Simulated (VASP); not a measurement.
# Rh (I4/mmm) in VASP: further runs

Runs on Rh. Level: r2SCAN. Tasks: single point.

Everything below comes from runs of VASP 6.6.1. Logs are shortened: lines on timing, memory, paths and dates and some standing lists are left out, and cuts for length are marked.

### 1 The cell of the first run

It takes space group I4/mmm (No. 139, tetragonal). Conventional cell: a = 2.689 Å, b = 2.689 Å, c = 3.870 Å, α = 90.00°, β = 90.00°, γ = 90.00°. Within 3.5 Å of Rh (site symmetry 4/mmm) lie 12 Rh at 2.69 to 2.71 Å.

### 2 Single point, r2SCAN (strain +0.0175 x Voigt [0, 1, 0, 0, 0, 0])

POSCAR reads:

```
Rh
1.0
    0.0000000000      1.9348271250      1.9015500000
    1.9015500000      0.0000000000      1.9015500000
    1.9015500000      1.9348271250      0.0000000000
Rh
1
Direct
    0.0000000000      0.0000000000      0.0000000000
```

INCAR.step1 reads:

```
PREC = Accurate
ENCUT = 520
ISMEAR = 0
SIGMA = 0.15
LREAL = F
LASPH = T
NELM = 60
NBANDS = 14
GGA = PE
ALGO = Normal
EDIFF = 1E-4
LWAVE = T
LCHARG = F
```

INCAR.step2 reads:

```
PREC = Accurate
ENCUT = 520
EDIFF = 1E-6
ISMEAR = 0
SIGMA = 0.15
LREAL = F
LASPH = T
NELM = 60
ALGO = Normal
ISIF = 2
LWAVE = F
LCHARG = F
METAGGA = R2SCAN
LMIXTAU = T
NBANDS = 14
ISTART = 1
```

KPOINTS reads:

```
regular mesh
0
Gamma
  22 22 22
```

Potentials or basis: VASP PAW PBE potentials, release 64 (Rh_pv).

Run with:

```
$ cat potpaw_PBE.64/Rh_pv/POTCAR > POTCAR
$ cp INCAR.step1 INCAR
$ mpirun -np 1 vasp_std > vasp.out
$ cp INCAR.step2 INCAR
$ mpirun -np 1 vasp_std > vasp.out
```

OUTCAR:

```text
PREC = Accurate
   ENCUT = 520
   EDIFF = 1E-6
   ISMEAR = 0
   LREAL = F
   LASPH = T
   NELM = 60
   ISIF = 2
   METAGGA = R2SCAN
   ISTART = 1

 ion  position               nearest neighbor table
   1  0.000  0.000  0.000-

  LATTYP: Found a body centered tetragonal cell.
 ALAT       =     2.6891977995
 C/A-ratio  =     1.4389622997

  Lattice vectors:

 A1 = (   0.0000000000,  -1.9348271250,   1.9015500000)
 A2 = (   0.0000000000,  -1.9348271250,  -1.9015500000)
 A3 = (   1.9015500000,   1.9348271250,   0.0000000000)

Analysis of symmetry for initial positions (statically):
=====================================================================
 Subroutine PRICEL returns:
 Original cell was already a primitive cell.

 Routine SETGRP: Setting up the symmetry group for a
 body centered tetragonal supercell.

 Subroutine GETGRP returns: Found 16 space group operations
 (whereof 16 operations were pure point group operations)
 out of a pool of 16 trial point group operations.

The static configuration has the point symmetry D_4h.

Analysis of symmetry for dynamics (positions and initial velocities):
=====================================================================
 Subroutine PRICEL returns:
 Original cell was already a primitive cell.

 Routine SETGRP: Setting up the symmetry group for a
 body centered tetragonal supercell.

 Subroutine GETGRP returns: Found 16 space group operations
 (whereof 16 operations were pure point group operations)
 out of a pool of 16 trial point group operations.

The dynamic configuration has the point symmetry D_4h.

 Subroutine INISYM returns: Found 16 space group operations
 (whereof 16 operations are pure point group operations),
 and found     1 'primitive' translations

----------------------------------------------------------------------------------------

                                     Primitive cell

  volume of cell :      13.9923

  direct lattice vectors                    reciprocal lattice vectors
     0.000000000  1.934827125  1.901550000    -0.262943388  0.258421020  0.262943388
     1.901550000  0.000000000  1.901550000     0.262943388 -0.258421020  0.262943388
     1.901550000  1.934827125  0.000000000     0.262943388  0.258421020 -0.262943388

  length of vectors
     2.712830331  2.689197800  2.712830331     0.452835373  0.452835373  0.452835373

  position of ions in fractional coordinates (direct lattice)
     0.000000000  0.000000000  0.000000000

  ion indices of the primitive-cell ions
   primitive index   ion index
                 1           1

----------------------------------------------------------------------------------------

 KPOINTS: regular mesh

Automatic generation of k-mesh.
 Grid dimensions read from file:
 generate k-points for:   22   22   22

 Generating k-lattice:

  Cartesian coordinates                     Fractional coordinates (reciprocal lattice)
    -0.011951972  0.011746410  0.011951972     0.045454545  0.000000000 -0.000000000
     0.011951972 -0.011746410  0.011951972     0.000000000  0.045454545  0.000000000
     0.011951972  0.011746410 -0.011951972    -0.000000000  0.000000000  0.045454545

  Length of vectors
     0.020583426  0.020583426  0.020583426

  Shift w.r.t. Gamma in fractional coordinates (k-lattice)
     0.000000000  0.000000000  0.000000000

 Subroutine IBZKPT returns following result:
 ===========================================

 Found    834 irreducible k-points:

 Following reciprocal coordinates:
            Coordinates               Weight
  0.000000  0.000000  0.000000      1.000000
  0.045455  0.000000 -0.000000      8.000000
  0.090909  0.000000 -0.000000      8.000000
  0.136364  0.000000  0.000000      8.000000
  0.181818  0.000000  0.000000      8.000000
  0.227273  0.000000  0.000000      8.000000
[... 16 lines left out ...]
  0.500000  0.045455  0.000000     16.000000
 -0.454545  0.045455  0.000000     16.000000
 [... further k-points ...]
   k-points           NKPTS =    834   k-points in BZ     NKDIM =    834   number of bands    NBANDS=     14
   number of dos      NEDOS =    301   number of ions     NIONS =      1
   total plane-waves  NPLWV =   8000
   dimension x,y,z NGX =    20 NGY =   20 NGZ =   20
   dimension x,y,z NGXF=    40 NGYF=   40 NGZF=   40
   ions per type =               1
   NGX,Y,Z   is equivalent  to a cutoff of  12.26, 12.36, 12.26 a.u.
   NGXF,Y,Z  is equivalent  to a cutoff of  24.51, 24.73, 24.51 a.u.
 SYSTEM =  unknown system
   PREC   = accura    normal or accurate (medium, high low for compatibility)
   ISTART =      1    job   : 0-new  1-cont  2-samecut
   ICHARG =      0    charge: 1-file 2-atom 10-const
   ISPIN  =      1    spin polarized calculation?
   LNONCOLLINEAR =      F non collinear calculations
   LSORBIT =      F    spin-orbit coupling
   LASPH  =      T    aspherical Exc in radial PAW
   ENCUT  =  520.0 eV  38.22 Ry    6.18 a.u.   5.04  5.00  5.04*2*pi/ulx,y,z
   NELM   =     60;   NELMIN=  2; NELMDL=  0     # of ELM steps
   EDIFF  = 0.1E-05   stopping-criterion for ELM
   LREAL  =      F    real-space projection
   EDIFFG = 0.1E-04   stopping-criterion for IOM
   NSW    =      0    number of steps for IOM
   IBRION =     -1    ionic relax: 0-MD 1-quasi-New 2-CG
   NFREE  =      0    steps in history (QN), initial steepest desc. (CG)
   ISIF   =      2    stress and relaxation
   ISYM   =      2    0-nonsym 1-usesym 2-fastsym
   POTIM  = 0.5000    time-step for ionic-motion
   TEBEG  =    0.0;   TEEND  =   0.0 temperature during run
   PSTRESS=    0.0 pullay stress
   NELECT =      15.0000    total number of electrons
   NUPDOWN=      -1.0000    fix difference up-down
   EMIN   =  10.00;   EMAX   =-10.00  energy-range for DOS
   EFERMI =   0.00;   METHOD = LEGACY
   ISMEAR =     0;   SIGMA  =   0.15  broadening in eV -4-tet -1-fermi 0-gaus
   EFERMI_NEDOS =   21; number of points for ismear=-14 and -15
   IALGO  =     38    algorithm
   IMIX   =      4    mixing-type and parameters
     AMIX     =   0.40;   BMIX     =  1.00
     AMIX_MAG =   1.60;   BMIX_MAG =  1.00
  volume/ion in A,a.u.               =      13.99        94.42
  Fermi-wavevector in a.u.,A,eV,Ry     =   1.675493  3.166223 38.195333  2.807278
  Thomas-Fermi vector in A             =   2.760103
   LORBIT       =      0    0 simple, 1 ext, 2 COOP (PROOUT), +10 PAW based schemes
   METAGGA = R2SCAN    functional components
   LHFCALC =     F    Hartree Fock is set to
   AEXX    =    0.0000 exact exchange contribution
   IVDW    =     0    specifies the selected vdW correction
   LEPSILON=     F    determine dielectric tensor
   LRPA    =     F    only Hartree local field effects (RPA)
 non-spin polarized calculation
 Gauss-broadening in eV      SIGMA  =   0.15
  energy-cutoff  :      520.00
  volume of cell :       13.99
 maximum number of plane-waves:       388
   NGX =  9   NGY =  9   NGZ =  9

 number of electron      15.0000003 magnetization

 Free energy of the ion-electron system (eV)
  ---------------------------------------------------
  ext. energy  EPLUGINS =         0.00000000
  ---------------------------------------------------
  free energy    TOTEN  =       -24.13994070 eV

  energy without entropy =      -24.12501177  energy(sigma->0) =      -24.13247623

 E-fermi :  11.4063     XC(G=0): -15.0732

 val. band max:       11.4057291994   @ k =   0.4545   0.3182   0.0909
 cond. band min:      11.4073822993   @ k =   0.1818  -0.1364   0.1364
 fundamental gap:      0.0016530998
 Fermi energy:        11.4063068953

 k-point     1 :       0.0000    0.0000    0.0000
  band No.  band energies     occupation
      1     -36.3494      2.00000
      2     -36.3393      2.00000
      3     -36.3393      2.00000
      4       3.3679      2.00000
      5       8.2013      2.00000
      6       8.3932      2.00000
      7       8.3932      2.00000
      8      10.2520      2.00000
      9      10.4806      2.00000
     10      28.1455      0.00000
     11      28.8229      0.00000
     12      33.4334      0.00000
     13      33.9693      0.00000
     14      33.9694      0.00000

 k-point     2 :       0.0455    0.0000   -0.0000
  band No.  band energies     occupation
      1     -36.3599      2.00000
      2     -36.3466      2.00000
      3     -36.3412      2.00000
      4       3.4541      2.00000
      5       8.2070      2.00000
      6       8.3828      2.00000
      7       8.4266      2.00000
      8      10.2355      2.00000
      9      10.4599      2.00000
     10      28.2672      0.00000
     11      28.8227      0.00000
     12      33.1950      0.00000
     13      33.8281      0.00000
     14      34.0916      0.00000

 k-point     3 :       0.0909    0.0000   -0.0000
  band No.  band energies     occupation
      1     -36.4036      2.00000
      2     -36.3547      2.00000
      3     -36.3467      2.00000
      4       3.7053      2.00000
      5       8.1611      2.00000
      6       8.4181      2.00000
      7       8.5191      2.00000
      8      10.1971      2.00000
      9      10.4079      2.00000
     10      28.6046      0.00000
     11      28.8224      0.00000
     12      32.1419      0.00000
     13      34.1020      0.00000
     14      34.4498      0.00000
[... 324 lines left out ...]
 k-point    23 :       0.5000    0.0455    0.0000
  band No.  band energies     occupation
      1     -37.0769      2.00000
      2     -36.4628      2.00000
      3     -36.4407      2.00000
      4       5.2924      2.00000
      5       8.1398      2.00000
      6       8.3004      2.00000
      7      11.2224      1.91706
      8      12.0100      0.00000
      9      13.0722      0.00000
     10      20.3479      0.00000
     11      27.8023      0.00000
     12      28.8222      0.00000
     13      33.2222      0.00000
     14      33.5040      0.00000

 k-point    24 :      -0.4545    0.0455    0.0000
  band No.  band energies     occupation
      1     -37.0717      2.00000
      2     -36.4617      2.00000
      3     -36.4405      2.00000
      4       5.3005      2.00000
      5       8.1458      2.00000
      6       8.3090      2.00000
      7      11.2139      1.93027
      8      11.9132      0.00000
      9      13.0017      0.00000
     10      20.5040      0.00000
     11      27.8340      0.00000
     12      28.8221      0.00000
     13      33.2161      0.00000
     14      33.6409      0.00000

 [... further k-points ...]

------------------------ aborting loop because EDIFF is reached ----------------------------------------

  FORCE on cell =-STRESS in cart. coord.  units (eV):
  Direction    XX          YY          ZZ          XY          YZ          ZX
  --------------------------------------------------------------------------------------
  -------------------------------------------------------------------------------------
  Total       -0.2251143     -0.5822602     -0.2251143      0.0000000      0.0000000      0.0000000
  in kB      -25.7766258    -66.6714745    -25.7766258      0.0000000      0.0000000      0.0000000
  external PRESSURE =     -39.4082420 kB  Pullay stress =       0.0000000 kB

 VOLUME and BASIS-vectors are now :
 -----------------------------------------------------------------------------
  energy-cutoff  :      520.00
  volume of cell :       13.99
      direct lattice vectors                 reciprocal lattice vectors
     0.000000000  1.934827125  1.901550000    -0.262943388  0.258421020  0.262943388
     1.901550000  0.000000000  1.901550000     0.262943388 -0.258421020  0.262943388
     1.901550000  1.934827125  0.000000000     0.262943388  0.258421020 -0.262943388

 POSITION                                       TOTAL-FORCE (eV/Angst)
 -----------------------------------------------------------------------------------
      0.00000      0.00000      0.00000         0.000000      0.000000     -0.000000
 -----------------------------------------------------------------------------------
    total drift:                                0.000000     -0.000000      0.000000

  FREE ENERGIE OF THE ION-ELECTRON SYSTEM (eV)
  ---------------------------------------------------
  free  energy   TOTEN  =       -24.1399406970 eV

  energy  without entropy=      -24.1250117722  energy(sigma->0) =      -24.13247623
```

Wall time 2.5 min (1 thread of Intel Xeon 6975P-C (Granite Rapids), shared host); peak memory 0.25 GiB.

Results:

| Property | Result |
| --- | --- |
| Free energy | -24.1399 eV |
| Pressure | -3.9 GPa |
| Band gap on the k mesh | zero (an odd number of electrons rules out a gap without spin polarisation) |

Caveat: the cell differs from its parent crystal (strain +0.0175 x Voigt [0, 1, 0, 0, 0, 0]); the cell stands under tension; an empty level that is flat over the whole mesh can mark a ghost state of the potentials, or a narrow d or f band; the PAW data sets were made with another functional, which shifts forces and pressure a little.

### 3 Single point, r2SCAN (strain +0.0200 x Voigt [0, 1, 0, 0, 0, 0])

POSCAR reads:

```
Rh
1.0
    0.0000000000      1.9395810000      1.9015500000
    1.9015500000      0.0000000000      1.9015500000
    1.9015500000      1.9395810000      0.0000000000
Rh
1
Direct
    0.0000000000      0.0000000000      0.0000000000
```

INCAR.step1 reads:

```
SYSTEM = Rh
  PREC = Accurate
  ENCUT = 520
  ISMEAR = 0
  SIGMA = 0.15
  LREAL = .FALSE.
  LASPH = .TRUE.
  NELM = 60
  NBANDS = 14
  GGA = PE
  ALGO = Normal
  EDIFF = 1E-4
  LWAVE = .TRUE.
  LCHARG = .FALSE.
```

INCAR.step2 reads:

```
SYSTEM = Rh
  PREC = Accurate
  ENCUT = 520
  EDIFF = 1E-6
  ISMEAR = 0
  SIGMA = 0.15
  LREAL = .FALSE.
  LASPH = .TRUE.
  NELM = 60
  ALGO = Normal
  ISIF = 2
  LWAVE = .FALSE.
  LCHARG = .TRUE.
  METAGGA = R2SCAN
  LMIXTAU = .TRUE.
  LELF = .TRUE.
  LVHAR = .TRUE.
  NBANDS = 14
  ISTART = 1
```

KPOINTS reads:

```
Automatic mesh
0
G
  22 22 22
  0 0 0
```

Potentials or basis: VASP PAW PBE potentials, release 64 (Rh_pv).

Run with:

```
$ cat potpaw_PBE.64/Rh_pv/POTCAR > POTCAR
$ cp INCAR.step1 INCAR
$ mpirun -np 1 vasp_std > vasp.out
$ cp INCAR.step2 INCAR
$ mpirun -np 1 vasp_std > vasp.out
```

Wall time 3.3 min (1 thread of Intel Xeon 6975P-C (Granite Rapids), shared host); peak memory 0.25 GiB.

The run converged. Its results:

| Item | Value |
| --- | --- |
| Free energy | -24.1384 eV |
| Pressure | -4.7 GPa |
| Band gap on the k mesh | zero (an odd number of electrons rules out a gap without spin polarisation) |

Stress tensor (GPa, compression positive):
```
-3.17  0.00  0.00
 0.00 -7.82  0.00
 0.00  0.00 -3.17
```

Levels at points of the mesh, in eV from the Fermi level:
| k point | band 4 | band 5 | band 6 | band 7 | band 8 | band 9 | band 10 | band 11 |
| --- | --- | --- | --- | --- | --- | --- | --- | --- |
| (0.00, 0.00, 0.00) | -8.02 | -3.21 | -2.99 | -2.99 | -1.17 | -0.91 | 16.74 | 17.42 |
| (0.50, 0.00, 0.00) | -6.16 | -3.28 | -3.06 | 0.52 | 0.63 | 0.93 | 8.88 | 16.28 |
| (0.50, 0.50, 0.00) | -6.35 | -5.98 | 0.49 | 0.93 | 1.12 | 3.61 | 12.81 | 13.66 |
| (0.50, 0.00, 0.50) | -6.34 | -5.97 | 0.51 | 1.00 | 1.00 | 3.17 | 12.25 | 14.14 |

Caveat: the cell differs from its parent crystal (strain +0.0200 x Voigt [0, 1, 0, 0, 0, 0]); the cell stands under tension; an empty level that is flat over the whole mesh can mark a ghost state of the potentials, or a narrow d or f band; the PAW data sets were made with another functional, which shifts forces and pressure a little.
